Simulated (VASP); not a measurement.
# MnS (F-43m) in VASP: settings compared, part 2 of 2

VASP 6.6.1. Earlier steps stand in the parts before.

## 3. Single point, r2SCAN

POSCAR

```
MnS
1.0
    0.0000000000      5.6000000000      5.6000000000
    2.8000000000      0.0000000000      2.8000000000
    2.8000000000      2.8000000000      0.0000000000
Mn S
2 2
Direct
    0.0000000000      0.0000000000      0.0000000000
    0.5000000000      0.0000000000      0.0000000000
    0.1250000000      0.2500000000      0.2500000000
    0.6250000000      0.2500000000      0.2500000000
```

INCAR.step1

```
SYSTEM = MnS
ALGO     = Normal         ! electronic algorithm
EDIFF    = 1E-4           ! SCF threshold, eV
ENCUT    = 520            ! plane-wave cutoff, eV
GGA      = PE             ! functional
ISMEAR   = -1             ! smearing method
LASPH    = .TRUE.         ! aspherical terms in the spheres
LCHARG   = .FALSE.        ! write CHGCAR
LREAL    = .FALSE.        ! projectors in reciprocal space
LWAVE    = .TRUE.         ! write WAVECAR
NBANDS   = 27             ! bands
NELM     = 60             ! most SCF steps
PREC     = Accurate       ! precision mode
SIGMA    = 0.05           ! smearing width, eV
```

INCAR.step2

```
SYSTEM = MnS
ALGO     = Normal         ! electronic algorithm
EDIFF    = 1E-6           ! SCF threshold, eV
ENCUT    = 520            ! plane-wave cutoff, eV
ISIF     = 2              ! what is computed and relaxed
ISMEAR   = -1             ! smearing method
ISTART   = 1            
LASPH    = .TRUE.         ! aspherical terms in the spheres
LCHARG   = .TRUE.         ! write CHGCAR
LELF     = .TRUE.         ! ELF
LMIXTAU  = .TRUE.       
LREAL    = .FALSE.        ! projectors in reciprocal space
LVHAR    = .TRUE.       
LWAVE    = .FALSE.        ! write WAVECAR
METAGGA  = R2SCAN         ! meta-GGA
NBANDS   = 27             ! bands
NELM     = 60             ! most SCF steps
PREC     = Accurate       ! precision mode
SIGMA    = 0.05           ! smearing width, eV
```

KPOINTS

```
k-points
0
G
  4 8 8
  0 0 0
```

Potentials or basis: VASP PAW PBE potentials, release 64 (Mn_pv, S).

Started as:

```sh
$ cat potpaw_PBE.64/Mn_pv/POTCAR potpaw_PBE.64/S/POTCAR > POTCAR
$ cp INCAR.step1 INCAR
$ mpirun -np 1 vasp_std > vasp.out
$ cp INCAR.step2 INCAR
$ mpirun -np 1 vasp_std > vasp.out
```

OUTCAR:

```text
SYSTEM = MnS
   EDIFF = 1E-6
   ENCUT = 520
   ISIF = 2
   ISMEAR = -1
   ISTART = 1
   LASPH = .TRUE.
   LREAL = .FALSE.
   METAGGA = R2SCAN
   NELM = 60
   PREC = Accurate

 ion  position               nearest neighbor table
   1  0.000  0.000  0.000-   3 2.42   4 2.42   3 2.42   3 2.42
   2  0.500  0.000  0.000-   3 2.42   4 2.42   4 2.42   4 2.42
   3  0.125  0.250  0.250-   1 2.42   1 2.42   1 2.42   2 2.42
   4  0.625  0.250  0.250-   2 2.42   2 2.42   1 2.42   2 2.42

  LATTYP: Found a trigonal (rhomboedric) cell.
 ALAT       =     6.8585712798
 COS(alpha) =     0.8333333333

  Lattice vectors:

 A1 = (   2.8000000000,  -2.8000000000,  -5.6000000000)
 A2 = (   5.6000000000,  -2.8000000000,  -2.8000000000)
 A3 = (   2.8000000000,  -5.6000000000,  -2.8000000000)

Analysis of symmetry for initial positions (statically):
=====================================================================
 Subroutine PRICEL returns following result:

  LATTYP: Found a face centered cubic cell.
 ALAT       =     5.6000000000

  Lattice vectors:

 A1 = (   0.0000000000,   2.8000000000,   2.8000000000)
 A2 = (   2.8000000000,   0.0000000000,   2.8000000000)
 A3 = (   2.8000000000,   2.8000000000,   0.0000000000)

   2 primitive cells build up your supercell.

 Routine SETGRP: Setting up the symmetry group for a
 trigonal (rhombohedral) supercell.

 Subroutine GETGRP returns: Found  6 space group operations
 (whereof  6 operations were pure point group operations)
 out of a pool of 12 trial point group operations.

The static configuration has the point symmetry C_3v.

Analysis of symmetry for dynamics (positions and initial velocities):
=====================================================================
 Subroutine PRICEL returns following result:

  LATTYP: Found a face centered cubic cell.
 ALAT       =     5.6000000000

[... 150 lines left out ...]
   EFERMI_NEDOS =   21; number of points for ismear=-14 and -15
   IALGO  =     38    algorithm
   IMIX   =      4    mixing-type and parameters
     AMIX     =   0.40;   BMIX     =  1.00
     AMIX_MAG =   1.60;   BMIX_MAG =  1.00
  volume/ion in A,a.u.               =      21.95       148.14
  Fermi-wavevector in a.u.,A,eV,Ry     =   1.238297  2.340041 20.862879  1.533378
  Thomas-Fermi vector in A             =   2.372828
   LORBIT       =      0    0 simple, 1 ext, 2 COOP (PROOUT), +10 PAW based schemes
   METAGGA = R2SCAN    functional components
   LHFCALC =     F    Hartree Fock is set to
   AEXX    =    0.0000 exact exchange contribution
   IVDW    =     0    specifies the selected vdW correction
   LEPSILON=     F    determine dielectric tensor
   LRPA    =     F    only Hartree local field effects (RPA)
 non-spin polarized calculation
  energy-cutoff  :      520.00
  volume of cell :       87.81
 maximum number of plane-waves:      2413
 NGX is ok and might be reduce to    60
   NGX = 29   NGY = 15   NGZ = 15

 number of electron      37.9999984 magnetization

 Free energy of the ion-electron system (eV)
  ---------------------------------------------------
  ext. energy  EPLUGINS =         0.00000000
  ---------------------------------------------------
  free energy    TOTEN  =       -43.84747599 eV

  energy without entropy =      -43.80907604  energy(sigma->0) =      -43.82827601

 E-fermi :   3.7728     XC(G=0):  -9.9751

 val. band max:        3.7592730067   @ k =   0.0000   0.5000   0.0000
 cond. band min:       3.8060675595   @ k =   0.2500   0.1250   0.0000
 fundamental gap:      0.0467945528
 Fermi energy:         3.7727512664

 k-point     1 :       0.0000    0.0000    0.0000
  band No.  band energies     occupation
      1     -45.7403      2.00000
      2     -45.7368      2.00000
      3     -45.7366      2.00000
      4     -45.7362      2.00000
      5     -45.7361      2.00000
      6     -45.7359      2.00000
[... 709 lines left out ...]
     26       9.8243      0.00000
     27      10.2704      0.00000

 [... further k-points ...]

------------------------ aborting loop because EDIFF is reached ----------------------------------------

  FORCE on cell =-STRESS in cart. coord.  units (eV):
  Direction    XX          YY          ZZ          XY          YZ          ZX
  --------------------------------------------------------------------------------------
  -------------------------------------------------------------------------------------
  Total      -11.8388416    -11.8388416    -11.8388416     -0.0001600      0.0001600     -0.0001600
  in kB     -216.0158933   -216.0158933   -216.0158933     -0.0029185      0.0029185     -0.0029185
  external PRESSURE =    -216.0158933 kB  Pullay stress =       0.0000000 kB

 VOLUME and BASIS-vectors are now :
 -----------------------------------------------------------------------------
  energy-cutoff  :      520.00
  volume of cell :       87.81
      direct lattice vectors                 reciprocal lattice vectors
     0.000000000  5.600000000  5.600000000    -0.089285714  0.089285714  0.089285714
     2.800000000  0.000000000  2.800000000     0.178571429 -0.178571429  0.178571429
     2.800000000  2.800000000  0.000000000     0.178571429  0.178571429 -0.178571429

 POSITION                                       TOTAL-FORCE (eV/Angst)
 -----------------------------------------------------------------------------------
      0.00000      0.00000      0.00000         0.000044     -0.000044     -0.000044
      0.00000      2.80000      2.80000         0.000044     -0.000044     -0.000044
      1.40000      1.40000      1.40000        -0.000044      0.000044      0.000044
      1.40000      4.20000      4.20000        -0.000044      0.000044      0.000044
 -----------------------------------------------------------------------------------
    total drift:                                0.000121     -0.000060     -0.000060

  FREE ENERGIE OF THE ION-ELECTRON SYSTEM (eV)
  ---------------------------------------------------
  free  energy   TOTEN  =       -43.8474759870 eV

  energy  without entropy=      -43.8090760419  energy(sigma->0) =      -43.82827601
```

Wall time 3.5 min (1 thread of AMD EPYC 9R45 (Zen 5), shared host); peak memory 0.23 GiB.

What came out:

- Free energy: -43.8475 eV
- Pressure: -21.6 GPa
- Band gap on the k mesh: zero (bands 19 and 20 overlap by 1.08 eV)

Levels at points of the mesh, in eV from the Fermi level:
```tsv
k point	band 16	band 17	band 18	band 19	band 20	band 21	band 22	band 23
(0.00, 0.00, 0.00)	-0.75	-0.55	-0.55	-0.01	1.23	1.23	2.22	2.22
(0.50, 0.00, 0.00)	-0.72	-0.72	-0.72	0.86	0.86	1.76	1.76	1.76
(0.00, 0.50, 0.00)	-0.55	-0.55	-0.46	-0.44	-0.01	0.37	0.37	1.23
(0.50, 0.50, 0.00)	-0.73	-0.51	-0.51	-0.13	-0.13	0.75	0.75	0.79
```

Caveat: the cell stands under tension; the PAW data sets were made with another functional, which shifts forces and pressure a little; the run has no spin polarisation, though such a crystal can be magnetic; semilocal functionals often make such compounds metallic where correlation or magnetic order opens a gap, which also shifts bond lengths.

## 4. Single point, PBE+U

INCAR

```
SYSTEM = MnS
PREC = Accurate ; ENCUT = 520
EDIFF = 1E-6 ; ISMEAR = -1
SIGMA = 0.05 ; LREAL = .FALSE.
LASPH = .TRUE. ; NELM = 150
ALGO = Normal ; ISIF = 2
LWAVE = .FALSE. ; LCHARG = .FALSE.
LMAXMIX = 4 ; LDAU = .TRUE.
LDAUTYPE = 2 ; LDAUL = 2 -1
LDAUU = 4 0 ; LDAUJ = 0 0
LDAUPRINT = 1 ; GGA = PE
NBANDS = 27
```

KPOINTS

```
regular mesh
0
G
  4 8 8
  0 0 0
```

POSCAR is that of step 3.

Started as:

```sh
$ cat potpaw_PBE.64/Mn_pv/POTCAR potpaw_PBE.64/S/POTCAR > POTCAR
$ mpirun -np 1 vasp_std > vasp.out
```

It took 59 s on 1 thread of AMD EPYC 9R45 (Zen 5), shared host; peak memory 0.22 GiB.

The run converged. Its results:

| Property | Result |
| --- | --- |
| Free energy | -17.7111 eV |
| Pressure | -14.3 GPa |
| Band gap on the k mesh | zero (bands 19 and 20 overlap by 1.32 eV) |

Levels at points of the mesh, in eV from the Fermi level:
```csv
k point,band 17,band 18,band 19,band 20,band 21,band 22
"(0.00, 0.00, 0.00)",-1.91,-1.91,0.10,1.20,1.20,1.62
"(0.50, 0.00, 0.00)",-2.19,-2.19,0.92,0.92,1.72,1.72
"(0.00, 0.50, 0.00)",-1.91,-1.87,-0.60,0.10,0.48,0.48
"(0.50, 0.50, 0.00)",-1.88,-1.88,-0.19,-0.19,0.70,0.70
```

Eigenvalues of the final occupation matrices:
| site | spin | trace | eigenvalues |
| --- | --- | --- | --- |
| site 1 d | 1 | 2.53 | 0.25 0.25 0.25 0.89 0.89 |
| site 1 d | 2 | 2.53 | 0.25 0.25 0.25 0.89 0.89 |
| site 2 d | 1 | 2.53 | 0.25 0.25 0.25 0.89 0.89 |
| site 2 d | 2 | 2.53 | 0.25 0.25 0.25 0.89 0.89 |

Caveat: the cell stands under tension; the run has no spin polarisation, though such a crystal can be magnetic; U without spin polarisation on a metal has little footing. Spin polarisation is off, so any magnetic state and its effect on volume and gap are missing.

## 5. Overview

| level | U | gap on the mesh (eV) | pressure (GPa) |
| --- | --- | --- | --- |
| PBE | - | none | -20.7 |
| r2SCAN | - | none | -21.6 |
| PBE+U | Mn d U = 4.0 eV | none | -14.3 |

Alike in all rows: task single point; potentials or basis VASP PAW PBE potentials, release 64 (Mn_pv, S); no spin polarisation; cell as given; k mesh 4 × 8 × 8; cutoff (eV) 520; smearing fermi-dirac 0.05 eV.

The pressure there spans -21.6 GPa (r2SCAN) to -14.3 GPa (PBE+U); a positive pressure means that this level wants a larger cell, a negative one a smaller.

Caveats: the cell stands under tension; the run has no spin polarisation, though such a crystal can be magnetic; semilocal functionals often make such compounds metallic where correlation or magnetic order opens a gap, which also shifts bond lengths (at least some runs); the PAW data sets were made with another functional, which shifts forces and pressure a little (at least some runs); U without spin polarisation on a metal has little footing (at least some runs).

Total energies depend on the potentials used, so only differences within one code and one set of settings carry meaning.
